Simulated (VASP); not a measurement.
# GaAs (I-4m2) in VASP: further runs

Runs on GaAs. Level: PBE. Tasks: single point.

All numbers are computed with VASP 6.6.1; they aren't measurements. Logs are shortened: lines on timing, memory, paths and dates and some standing lists are left out, and cuts for length are marked.

### Step 1. The cell of the first run

The structure is tetragonal, space group I-4m2 (No. 119). The conventional cell has a = 4.025 Å, b = 4.025 Å, c = 5.578 Å, α = 90.00°, β = 90.00°, γ = 90.00°. Within 3.2 Å of Ga (site symmetry -4m2) lie 4 As at 2.45 Å. Within 3.2 Å of As (site symmetry -4m2) lie 4 Ga at 2.45 Å.

### Step 2. Single point, PBE

The input, INCAR:

```
PREC = Accurate
ENCUT = 500
EDIFF = 1E-6
ISMEAR = -1
SIGMA = 0.05
LREAL = F
LASPH = T
NELM = 120
ALGO = Normal
ISIF = 2
LWAVE = F
LCHARG = F
GGA = PE
NBANDS = 16
GGA_COMPAT = F
```

The input, KPOINTS:

```
Automatic mesh
0
Gamma
  6 6 6
```

The input, POSCAR:

```
GaAs
1.0
    0.0000000000      2.8459509172      2.7890318989
    2.8459509172      0.0000000000      2.7890318989
    2.8459509172      2.8459509172      0.0000000000
Ga As
1 1
Direct
    0.0000000000      0.0000000000      0.0000000000
    0.2500000000      0.2500000000      0.2500000000
```

Potentials or basis: VASP PAW PBE potentials, release 64 (Ga_d, As).

Command:

```console
cat potpaw_PBE.64/Ga_d/POTCAR potpaw_PBE.64/As/POTCAR > POTCAR
mpirun -np 1 vasp_std > vasp.out
```

OUTCAR:

```text
PREC = Accurate
   ENCUT = 500
   EDIFF = 1E-6
   ISMEAR = -1
   LREAL = F
   LASPH = T
   NELM = 120
   ISIF = 2
   GGA = PE

 ion  position               nearest neighbor table
   1  0.000  0.000  0.000-   2 2.45   2 2.45   2 2.45   2 2.45
   2  0.250  0.250  0.250-   1 2.45   1 2.45   1 2.45   1 2.45

  LATTYP: Found a body centered tetragonal cell.
 ALAT       =     4.0247823850
 C/A-ratio  =     1.3859292911

  Lattice vectors:

 A1 = (   0.0000000000,  -2.8459509172,  -2.7890318989)
 A2 = (   0.0000000000,   2.8459509172,  -2.7890318989)
 A3 = (   2.8459509172,   0.0000000000,   2.7890318989)

Analysis of symmetry for initial positions (statically):
=====================================================================
 Subroutine PRICEL returns:
 Original cell was already a primitive cell.

 Routine SETGRP: Setting up the symmetry group for a
 body centered tetragonal supercell.

 Subroutine GETGRP returns: Found  8 space group operations
 (whereof  8 operations were pure point group operations)
 out of a pool of 16 trial point group operations.

The static configuration has the point symmetry D_2d.

Analysis of symmetry for dynamics (positions and initial velocities):
=====================================================================
 Subroutine PRICEL returns:
 Original cell was already a primitive cell.

 Routine SETGRP: Setting up the symmetry group for a
 body centered tetragonal supercell.

 Subroutine GETGRP returns: Found  8 space group operations
 (whereof  8 operations were pure point group operations)
 out of a pool of 16 trial point group operations.

The dynamic configuration has the point symmetry D_2d.

 Subroutine INISYM returns: Found  8 space group operations
 (whereof  8 operations are pure point group operations),
 and found     1 'primitive' translations

----------------------------------------------------------------------------------------

                                     Primitive cell

  volume of cell :      45.1792

  direct lattice vectors                    reciprocal lattice vectors
     0.000000000  2.845950917  2.789031899    -0.175688202  0.175688202  0.179273676
     2.845950917  0.000000000  2.789031899     0.175688202 -0.175688202  0.179273676
     2.845950917  2.845950917  0.000000000     0.175688202  0.175688202 -0.179273676

  length of vectors
     3.984737828  3.984737828  4.024782385     0.306384953  0.306384953  0.306384953

  position of ions in fractional coordinates (direct lattice)
     0.000000000  0.000000000  0.000000000
     0.250000000  0.250000000  0.250000000

  ion indices of the primitive-cell ions
   primitive index   ion index
                 1           1
                 2           2

----------------------------------------------------------------------------------------

 KPOINTS: Automatic mesh

Automatic generation of k-mesh.
 Grid dimensions read from file:
 generate k-points for:    6    6    6

 Generating k-lattice:

  Cartesian coordinates                     Fractional coordinates (reciprocal lattice)
    -0.029281367  0.029281367  0.029878946     0.166666667  0.000000000  0.000000000
     0.029281367 -0.029281367  0.029878946     0.000000000  0.166666667  0.000000000
     0.029281367  0.029281367 -0.029878946     0.000000000  0.000000000  0.166666667

  Length of vectors
     0.051064159  0.051064159  0.051064159

  Shift w.r.t. Gamma in fractional coordinates (k-lattice)
     0.000000000  0.000000000  0.000000000

 Subroutine IBZKPT returns following result:
 ===========================================

 Found     30 irreducible k-points:

 Following reciprocal coordinates:
            Coordinates               Weight
  0.000000  0.000000  0.000000      1.000000
  0.166667  0.000000  0.000000      8.000000
  0.333333  0.000000  0.000000      8.000000
  0.500000  0.000000  0.000000      4.000000
  0.166667  0.166667  0.000000      2.000000
  0.333333  0.166667  0.000000      8.000000
[... 16 lines left out ...]
  0.333333  0.000000  0.333333      4.000000
  0.500000  0.000000  0.333333     16.000000
 [... further k-points ...]
   k-points           NKPTS =     30   k-points in BZ     NKDIM =     30   number of bands    NBANDS=     16
   number of dos      NEDOS =    301   number of ions     NIONS =      2
   total plane-waves  NPLWV =  27000
   dimension x,y,z NGX =    30 NGY =   30 NGZ =   30
   dimension x,y,z NGXF=    60 NGYF=   60 NGZF=   60
   ions per type =               1   1
   NGX,Y,Z   is equivalent  to a cutoff of  12.52, 12.52, 12.39 a.u.
   NGXF,Y,Z  is equivalent  to a cutoff of  25.03, 25.03, 24.78 a.u.
 SYSTEM =  unknown system
   PREC   = accura    normal or accurate (medium, high low for compatibility)
   ISTART =      0    job   : 0-new  1-cont  2-samecut
   ICHARG =      2    charge: 1-file 2-atom 10-const
   ISPIN  =      1    spin polarized calculation?
   LNONCOLLINEAR =      F non collinear calculations
   LSORBIT =      F    spin-orbit coupling
   LASPH  =      T    aspherical Exc in radial PAW
   ENCUT  =  500.0 eV  36.75 Ry    6.06 a.u.   7.27  7.27  7.34*2*pi/ulx,y,z
   NELM   =    120;   NELMIN=  2; NELMDL= -5     # of ELM steps
   EDIFF  = 0.1E-05   stopping-criterion for ELM
   LREAL  =      F    real-space projection
   EDIFFG = 0.1E-04   stopping-criterion for IOM
   NSW    =      0    number of steps for IOM
   IBRION =     -1    ionic relax: 0-MD 1-quasi-New 2-CG
   NFREE  =      0    steps in history (QN), initial steepest desc. (CG)
   ISIF   =      2    stress and relaxation
   ISYM   =      2    0-nonsym 1-usesym 2-fastsym
   POTIM  = 0.5000    time-step for ionic-motion
   TEBEG  =    0.0;   TEEND  =   0.0 temperature during run
   PSTRESS=    0.0 pullay stress
   NELECT =      18.0000    total number of electrons
   NUPDOWN=      -1.0000    fix difference up-down
   EMIN   =  10.00;   EMAX   =-10.00  energy-range for DOS
   EFERMI =   0.00;   METHOD = LEGACY
   ISMEAR =    -1;   SIGMA  =   0.05  broadening in eV -4-tet -1-fermi 0-gaus
   EFERMI_NEDOS =   21; number of points for ismear=-14 and -15
   IALGO  =     38    algorithm
   IMIX   =      4    mixing-type and parameters
     AMIX     =   0.40;   BMIX     =  1.00
     AMIX_MAG =   1.60;   BMIX_MAG =  1.00
  volume/ion in A,a.u.               =      22.59       152.44
  Fermi-wavevector in a.u.,A,eV,Ry     =   1.204628  2.276417 19.743799  1.451128
  Thomas-Fermi vector in A             =   2.340347
   LORBIT       =      0    0 simple, 1 ext, 2 COOP (PROOUT), +10 PAW based schemes
   GGA     = PE    functional components
   LHFCALC =     F    Hartree Fock is set to
   AEXX    =    0.0000 exact exchange contribution
   IVDW    =     0    specifies the selected vdW correction
   LEPSILON=     F    determine dielectric tensor
   LRPA    =     F    only Hartree local field effects (RPA)
 non-spin polarized calculation
  energy-cutoff  :      500.00
  volume of cell :       45.18
 maximum number of plane-waves:      1162
 NGX is ok and might be reduce to    30
   NGX = 15   NGY = 15   NGZ = 15

 number of electron      17.9999996 magnetization

 Free energy of the ion-electron system (eV)
  ---------------------------------------------------
  ext. energy  EPLUGINS =         0.00000000
  ---------------------------------------------------
  free energy    TOTEN  =        -8.22470154 eV

  energy without entropy =       -8.22463204  energy(sigma->0) =       -8.22466679

 E-fermi :   4.2403     XC(G=0):  -9.5840

 val. band max:        4.0153195171   @ k =   0.0000   0.0000   0.0000
 cond. band min:       4.4553853160   @ k =   0.0000   0.0000   0.0000
 fundamental gap:      0.4400657989
 Fermi energy:         4.2402930430

 k-point     1 :       0.0000    0.0000    0.0000
  band No.  band energies     occupation
      1     -10.8803      2.00000
      2     -10.8803      2.00000
      3     -10.8752      2.00000
      4     -10.8015      2.00000
      5     -10.7981      2.00000
      6      -8.7847      2.00000
[... 8 lines left out ...]
     15      13.8644      0.00000
     16      14.2386      0.00000

 k-point     2 :       0.1667    0.0000    0.0000
  band No.  band energies     occupation
      1     -10.9010      2.00000
      2     -10.8743      2.00000
      3     -10.8709      2.00000
      4     -10.8019      2.00000
      5     -10.7980      2.00000
      6      -8.4643      2.00000
[... 8 lines left out ...]
     15      12.8707      0.00000
     16      13.1146      0.00000

 k-point     3 :       0.3333    0.0000    0.0000
  band No.  band energies     occupation
      1     -10.9399      2.00000
      2     -10.8644      2.00000
      3     -10.8613      2.00000
      4     -10.8006      2.00000
      5     -10.7957      2.00000
      6      -7.6366      2.00000
[... 8 lines left out ...]
     15      13.6055      0.00000
     16      13.6207      0.00000

 k-point     4 :       0.5000    0.0000    0.0000
  band No.  band energies     occupation
      1     -10.9575      2.00000
      2     -10.8608      2.00000
      3     -10.8578      2.00000
      4     -10.7986      2.00000
      5     -10.7932      2.00000
      6      -7.0187      2.00000
[... 8 lines left out ...]
     15      15.7007      0.00000
     16      15.9016      0.00000
[... 324 lines left out ...]
 k-point    22 :      -0.3333    0.5000    0.1667
  band No.  band energies     occupation
      1     -10.9799      2.00000
      2     -10.8433      2.00000
      3     -10.8345      2.00000
      4     -10.8174      2.00000
      5     -10.7900      2.00000
      6      -6.2051      2.00000
[... 8 lines left out ...]
     15      16.1970      0.00000
     16      17.2973      0.00000

 k-point    23 :       0.3333    0.0000    0.3333
  band No.  band energies     occupation
      1     -10.9669      2.00000
      2     -10.8426      2.00000
      3     -10.8409      2.00000
      4     -10.8167      2.00000
      5     -10.7913      2.00000
      6      -7.2418      2.00000
[... 8 lines left out ...]
     15      15.8698      0.00000
     16      16.9704      0.00000

 k-point    24 :       0.5000    0.0000    0.3333
  band No.  band energies     occupation
      1     -10.9784      2.00000
      2     -10.8400      2.00000
      3     -10.8356      2.00000
      4     -10.8161      2.00000
      5     -10.7914      2.00000
      6      -6.5512      2.00000
[... 8 lines left out ...]
     15      16.2037      0.00000
     16      16.8007      0.00000

 [... further k-points ...]

------------------------ aborting loop because EDIFF is reached ----------------------------------------

  FORCE on cell =-STRESS in cart. coord.  units (eV):
  Direction    XX          YY          ZZ          XY          YZ          ZX
  --------------------------------------------------------------------------------------
  -------------------------------------------------------------------------------------
  Total        0.8569256      0.8569256      1.1824939      0.0000000      0.0000000      0.0000000
  in kB       30.3889289     30.3889289     41.9344741      0.0000000      0.0000000      0.0000000
  external PRESSURE =      34.2374439 kB  Pullay stress =       0.0000000 kB

 VOLUME and BASIS-vectors are now :
 -----------------------------------------------------------------------------
  energy-cutoff  :      500.00
  volume of cell :       45.18
      direct lattice vectors                 reciprocal lattice vectors
     0.000000000  2.845950917  2.789031899    -0.175688202  0.175688202  0.179273676
     2.845950917  0.000000000  2.789031899     0.175688202 -0.175688202  0.179273676
     2.845950917  2.845950917  0.000000000     0.175688202  0.175688202 -0.179273676

 POSITION                                       TOTAL-FORCE (eV/Angst)
 -----------------------------------------------------------------------------------
      0.00000      0.00000      0.00000         0.000000      0.000000     -0.000000
      1.42298      1.42298      1.39452        -0.000000     -0.000000      0.000000
 -----------------------------------------------------------------------------------
    total drift:                                0.000000      0.000000     -0.000001

  FREE ENERGIE OF THE ION-ELECTRON SYSTEM (eV)
  ---------------------------------------------------
  free  energy   TOTEN  =        -8.2247015379 eV

  energy  without entropy=       -8.2246320437  energy(sigma->0) =       -8.22466679
```

Wall time 36 s (1 thread of Intel Xeon 8259CL, shared host); peak memory 0.18 GiB.

What came out:

* Free energy: -8.2247 eV
* Pressure: 3.4 GPa
* Band gap on the k mesh: 0.44 eV

Stress tensor (GPa, compression positive):
```
3.04 0.00 0.00
0.00 3.04 0.00
0.00 0.00 4.19
```

Caveat: the cell stands under pressure.

### Step 3. Single point, PBE

The input, INCAR:

```
SYSTEM = GaAs
ALGO = Normal
EDIFF = 1E-6
ENCUT = 500
GGA = PE
GGA_COMPAT = .FALSE.
ISIF = 2
ISMEAR = -1
LASPH = .TRUE.
LCHARG = .FALSE.
LREAL = .FALSE.
LWAVE = .FALSE.
NBANDS = 16
NELM = 120
PREC = Accurate
SIGMA = 0.05
```

The input, KPOINTS:

```
k-points
0
G
  6 6 6
  0 0 0
```

The input, POSCAR:

```
GaAs
1.0
    0.0000000000      2.8082517642      2.8644167995
    2.8082517642      0.0000000000      2.8644167995
    2.8082517642      2.8082517642      0.0000000000
Ga As
1 1
Direct
    0.0000000000      0.0000000000      0.0000000000
    0.2500000000      0.2500000000      0.2500000000
```

Potentials or basis: VASP PAW PBE potentials, release 64 (Ga_d, As).

Command:

```console
cat potpaw_PBE.64/Ga_d/POTCAR potpaw_PBE.64/As/POTCAR > POTCAR
mpirun -np 1 vasp_std > vasp.out
```

OUTCAR:

```text
SYSTEM = GaAs
   EDIFF = 1E-6
   ENCUT = 500
   GGA = PE
   ISIF = 2
   ISMEAR = -1
   LASPH = .TRUE.
   LREAL = .FALSE.
   NELM = 120
   PREC = Accurate

 ion  position               nearest neighbor table
   1  0.000  0.000  0.000-   2 2.45   2 2.45   2 2.45   2 2.45
   2  0.250  0.250  0.250-   1 2.45   1 2.45   1 2.45   1 2.45

  LATTYP: Found a body centered tetragonal cell.
 ALAT       =     3.9714677315
 C/A-ratio  =     1.4424978336

  Lattice vectors:

 A1 = (  -2.8082517642,   0.0000000000,   2.8644167995)
 A2 = (   2.8082517642,   0.0000000000,   2.8644167995)
 A3 = (   0.0000000000,   2.8082517642,  -2.8644167995)

Analysis of symmetry for initial positions (statically):
=====================================================================
 Subroutine PRICEL returns:
 Original cell was already a primitive cell.

 Routine SETGRP: Setting up the symmetry group for a
 body centered tetragonal supercell.

 Subroutine GETGRP returns: Found  8 space group operations
 (whereof  8 operations were pure point group operations)
 out of a pool of 16 trial point group operations.

The static configuration has the point symmetry D_2d.

Analysis of symmetry for dynamics (positions and initial velocities):
[... 161 lines left out ...]
 val. band max:        3.9795676283   @ k =   0.0000   0.0000   0.0000
 cond. band min:       4.4553347607   @ k =   0.0000   0.0000   0.0000
 fundamental gap:      0.4757671324
 Fermi energy:         4.2361760019

 k-point     1 :       0.0000    0.0000    0.0000
  band No.  band energies     occupation
      1     -10.8820      2.00000
      2     -10.8769      2.00000
      3     -10.8769      2.00000
      4     -10.8014      2.00000
      5     -10.7983      2.00000
      6      -8.7848      2.00000
[... 433 lines left out ...]
      3     -10.8366      2.00000
      4     -10.8192      2.00000
      5     -10.7888      2.00000
      6      -6.5155      2.00000
[... 8 lines left out ...]
     15      16.1874      0.00000
     16      16.8582      0.00000

 [... further k-points ...]

------------------------ aborting loop because EDIFF is reached ----------------------------------------

  FORCE on cell =-STRESS in cart. coord.  units (eV):
  Direction    XX          YY          ZZ          XY          YZ          ZX
  --------------------------------------------------------------------------------------
  -------------------------------------------------------------------------------------
  Total        1.0817263      1.0817263      0.7358018      0.0000000      0.0000000      0.0000000
  in kB       38.3609792     38.3609792     26.0935492      0.0000000      0.0000000      0.0000000
  external PRESSURE =      34.2718359 kB  Pullay stress =       0.0000000 kB

 VOLUME and BASIS-vectors are now :
 -----------------------------------------------------------------------------
  energy-cutoff  :      500.00
  volume of cell :       45.18
      direct lattice vectors                 reciprocal lattice vectors
     0.000000000  2.808251764  2.864416799    -0.178046714  0.178046714  0.174555602
     2.808251764  0.000000000  2.864416799     0.178046714 -0.178046714  0.174555602
     2.808251764  2.808251764  0.000000000     0.178046714  0.178046714 -0.174555602

 POSITION                                       TOTAL-FORCE (eV/Angst)
 -----------------------------------------------------------------------------------
      0.00000      0.00000      0.00000         0.000000      0.000000      0.000000
      1.40413      1.40413      1.43221        -0.000000     -0.000000     -0.000000
 -----------------------------------------------------------------------------------
    total drift:                               -0.000000     -0.000000     -0.000000

  FREE ENERGIE OF THE ION-ELECTRON SYSTEM (eV)
  ---------------------------------------------------
  free  energy   TOTEN  =        -8.2246662835 eV

  energy  without entropy=       -8.2245997140  energy(sigma->0) =       -8.22463300
```

OSZICAR:

```text
N       E                     dE             d eps       ncg     rms          rms(c)
DAV:   1     0.862029814271E+02    0.86203E+02   -0.86984E+03   984   0.151E+03
DAV:   2    -0.162627461968E+01   -0.87829E+02   -0.83926E+02  1080   0.315E+02
DAV:   3    -0.828600331511E+01   -0.66597E+01   -0.66414E+01  1184   0.666E+01
DAV:   4    -0.838776902063E+01   -0.10177E+00   -0.10175E+00  1200   0.930E+00
DAV:   5    -0.838920924478E+01   -0.14402E-02   -0.14402E-02  1200   0.991E-01    0.291E+00
DAV:   6    -0.824359409788E+01    0.14562E+00   -0.21500E-01  1488   0.798E+00    0.176E+00
DAV:   7    -0.822320755211E+01    0.20387E-01   -0.65616E-02  1184   0.184E+00    0.565E-01
DAV:   8    -0.822412703797E+01   -0.91949E-03   -0.10644E-02  1168   0.116E+00    0.111E-01
DAV:   9    -0.822454394421E+01   -0.41691E-03   -0.97451E-04  1200   0.367E-01    0.508E-02
DAV:  10    -0.822461347401E+01   -0.69530E-04   -0.74666E-05  1304   0.894E-02    0.277E-02
DAV:  11    -0.822466600522E+01   -0.52531E-04   -0.73107E-05  1080   0.645E-02    0.307E-03
DAV:  12    -0.822466628354E+01   -0.27832E-06   -0.11691E-06  1040   0.156E-02
   1 F= -.82246663E+01 E0= -.82246330E+01  d E =-.665696E-04
```

It took 38 s on 1 thread of Intel Xeon 8259CL, shared host; peak memory 0.18 GiB.

Results:

```yaml
Free_energy: -8.2247 eV
Pressure: 3.4 GPa
Band_gap_on_the_k_mesh: 0.48 eV
```

Stress tensor (GPa, compression positive):
```
3.84 0.00 0.00
0.00 3.84 0.00
0.00 0.00 2.61
```

Levels at points of the mesh, in eV from the valence-band top:
```
           k point  band 6  band 7  band 8  band 9  band 10  band 11  band 12  band 13
(0.00, 0.00, 0.00)  -12.76   -0.12    0.00    0.00     0.48     3.67     3.67     3.72
(0.50, 0.00, 0.00)  -11.00   -6.68   -1.26   -1.10     0.95     4.53     4.66     7.72
(0.50, 0.50, 0.00)  -10.31   -6.94   -2.63   -2.63     1.50     1.74    10.12    10.12
(0.50, 0.00, 0.50)  -10.23   -6.82   -2.77   -2.76     1.38     1.55    10.04    10.16
```

Caveat: the cell stands under pressure. A k mesh can miss the band edges.
